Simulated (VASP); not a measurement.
# ZnSe (F-43m) in VASP: settings compared, part 2 of 2

VASP 6.6.1. Earlier steps stand in the parts before.

**5. Single point, PBEsol-based screened hybrid with 25 % exact exchange**

POSCAR

```
ZnSe
1.0
    0.0000000000      2.8338000000      2.8338000000
    2.8338000000      0.0000000000      2.8338000000
    2.8338000000      2.8338000000      0.0000000000
Se Zn
1 1
Direct
    0.7500000000      0.7500000000      0.7500000000
    0.0000000000      0.0000000000      0.0000000000
```

INCAR.step1

```
PREC = Accurate ; ENCUT = 520
EDIFF = 1E-5 ; ISMEAR = -1
SIGMA = 0.05 ; LREAL = False
LASPH = True ; NELM = 60
ALGO = Normal ; ISIF = 2
LWAVE = True ; LCHARG = False
GGA = PE ; NBANDS = 16
```

INCAR.step2

```
PREC = Accurate ; ENCUT = 520
EDIFF = 1E-6 ; ISMEAR = -1
SIGMA = 0.05 ; LREAL = False
LASPH = True ; NELM = 60
ALGO = Normal ; ISIF = 2
LWAVE = False ; LCHARG = False
GGA = PS ; LHFCALC = True
AEXX = 0.25 ; HFSCREEN = 0.207
PRECFOCK = Normal ; ISTART = 1
NBANDS = 16
```

KPOINTS

```
regular mesh
0
Gamma
  4 4 4
```

Command:

```console
$ cat potpaw_PBE.64/Se/POTCAR potpaw_PBE.64/Zn/POTCAR > POTCAR
$ cp INCAR.step1 INCAR
$ mpirun -np 1 vasp_std > vasp.out
$ cp INCAR.step2 INCAR
$ mpirun -np 1 vasp_std > vasp.out
```

Run time: 6.5 min. Hardware: 1 thread of Intel Xeon Platinum 8259CL at 2.50GHz (Skylake/Cascade Lake), shared host; peak memory 0.28 GiB.

It converged, with:

* Free energy: -7.8754 eV
* Pressure: -0.9 GPa
* Band gap on the k mesh: 2.29 eV

Levels at points of the mesh, in eV from the valence-band top:
| k point | band 6 | band 7 | band 8 | band 9 | band 10 | band 11 | band 12 | band 13 |
| --- | --- | --- | --- | --- | --- | --- | --- | --- |
| (0.00, 0.00, 0.00) | -7.89 | 0.00 | 0.00 | 0.00 | 2.29 | 6.88 | 6.88 | 6.88 |
| (0.50, 0.00, 0.00) | -7.70 | -5.58 | -0.92 | -0.92 | 3.55 | 7.42 | 7.42 | 9.59 |
| (0.50, 0.50, 0.00) | -7.66 | -5.18 | -2.33 | -2.33 | 3.73 | 4.41 | 12.06 | 12.73 |

Caveat: the k points lie up to 0.48 Å⁻¹ apart; the PAW data sets were made with another functional, which shifts forces and pressure a little.

**6. Single point, PBEsol, non-collinear spin, zero start, spin-orbit coupling**

INCAR

```
SYSTEM = ZnSe
ALGO = Normal ; EDIFF = 1E-6
ENCUT = 520 ; GGA = PS
GGA_COMPAT = .FALSE. ; ISIF = 2
ISMEAR = -1 ; LASPH = .TRUE.
LCHARG = .TRUE. ; LORBIT = 11
LORBMOM = .TRUE. ; LREAL = .FALSE.
LSORBIT = .TRUE. ; LVHAR = .TRUE.
LWAVE = .FALSE. ; MAGMOM = 0 0 0 0 0 0
NBANDS = 30 ; NELM = 150
PREC = Accurate ; SIGMA = 0.05
```

KPOINTS

```
k-points
0
G
  8 8 8
  0 0 0
```

POSCAR is that of step 5.

Potentials or basis: VASP PAW PBE potentials, release 64 (Se, Zn).

Command:

```console
$ cat potpaw_PBE.64/Se/POTCAR potpaw_PBE.64/Zn/POTCAR > POTCAR
$ mpirun -np 1 vasp_ncl > vasp.out
```

OUTCAR:

```text
SYSTEM = ZnSe
   EDIFF = 1E-6
   ENCUT = 520
   GGA = PS
   ISIF = 2
   ISMEAR = -1
   LASPH = .TRUE.
   LORBIT = 11
   LREAL = .FALSE.
   LSORBIT = .TRUE.
   NELM = 150
   PREC = Accurate

 ion  position               nearest neighbor table
   1  0.750  0.750  0.750-   2 2.45   2 2.45   2 2.45   2 2.45
   2  0.000  0.000  0.000-   1 2.45   1 2.45   1 2.45   1 2.45

  LATTYP: Found a face centered cubic cell.
 ALAT       =     5.6676000000

  Lattice vectors:

 A1 = (   0.0000000000,   2.8338000000,   2.8338000000)
 A2 = (   2.8338000000,   0.0000000000,   2.8338000000)
 A3 = (   2.8338000000,   2.8338000000,   0.0000000000)

[... 1083 lines left out ...]
    -0.0007728    -0.0001932     0.0000000    -0.0001932     0.0000000
 l=   3
     0.0000000     0.0000000     0.0000000     0.0000000     0.0000000     0.0000000     0.0000000
     0.0000000     0.0000000     0.0000000     0.0000000     0.0000000     0.0000000     0.0000000
     0.0000000     0.0000000     0.0000000     0.0000000     0.0000000     0.0000000     0.0000000
     0.0000000     0.0000000     0.0000000     0.0000000     0.0000000     0.0000000     0.0000000
     0.0000000     0.0000000     0.0000000     0.0000000     0.0000000     0.0000000     0.0000000
     0.0000000     0.0000000     0.0000000     0.0000000     0.0000000     0.0000000     0.0000000
     0.0000000     0.0000000     0.0000000     0.0000000     0.0000000     0.0000000     0.0000000

 total charge

# of ion       s       p       d       tot
------------------------------------------
    1        1.438   2.411   0.031   3.879
    2        0.538   0.450   9.784  10.773
--------------------------------------------------
tot          1.976   2.861   9.815  14.652

 magnetization (x)

# of ion       s       p       d       tot
------------------------------------------
    1        0.000   0.000   0.000   0.000
    2       -0.000   0.000  -0.000  -0.000
--------------------------------------------------
tot         -0.000   0.000  -0.000  -0.000

 magnetization (y)

# of ion       s       p       d       tot
------------------------------------------
    1        0.000   0.000  -0.000   0.000
    2        0.000   0.000   0.000   0.000
--------------------------------------------------
tot          0.000   0.000   0.000   0.000

 magnetization (z)

# of ion       s       p       d       tot
------------------------------------------
    1       -0.000  -0.000   0.000  -0.000
    2        0.000   0.000  -0.000   0.000
--------------------------------------------------
tot          0.000   0.000  -0.000   0.000
```

Run time: 99 s. Hardware: 1 thread of AMD EPYC 7R13 (Zen 3), shared host; peak memory 0.29 GiB.

What came out:

```yaml
Free_energy: -6.7944 eV
Pressure: -0.8 GPa
Net_moment: 0.00 μB per cell
Valence_electrons_inside_the_program's_atomic_spheres: Se 3.88; Zn 10.77
```

Moments on the atoms (μB; x, y, z):
```
Se  0.00 0.00 0.00
Zn  0.00 0.00 0.00
```

Caveat: the PAW data sets were made with another functional, which shifts forces and pressure a little.

**7. Overview**

| level | spin | k mesh | grid for exact exchange (PRECFOCK) | share of exact exchange | screening parameter | gap on the mesh (eV) | pressure (GPa) |
| --- | --- | --- | --- | --- | --- | --- | --- |
| PBE | off | 6 × 6 × 6 | - | - | - | 1.29 | 2.4 |
| r2SCAN0 | off | 4 × 4 × 4 | Normal | 0.25 | - | 3.49 | -0.1 |
| r2SCANh | off | 4 × 4 × 4 | Normal | 0.1 | - | 2.51 | 0.2 |
| PBEsol-based screened hybrid with 25 % exact exchange | off | 4 × 4 × 4 | Normal | 0.25 | 0.207 1/Å | 2.29 | -0.9 |
| PBEsol | non-collinear, zero start, SOC | 8 × 8 × 8 | - | - | - | - | -0.8 |

Alike in all rows: task single point; potentials or basis VASP PAW PBE potentials, release 64 (Se, Zn); cell as given; cutoff (eV) 520; smearing fermi-dirac 0.05 eV.

Caveats: some runs use coarse meshes; the PAW data sets were made with another functional, which shifts forces and pressure a little (at least some runs).

Total energies depend on the potentials used, so only differences within one code and one set of settings carry meaning.
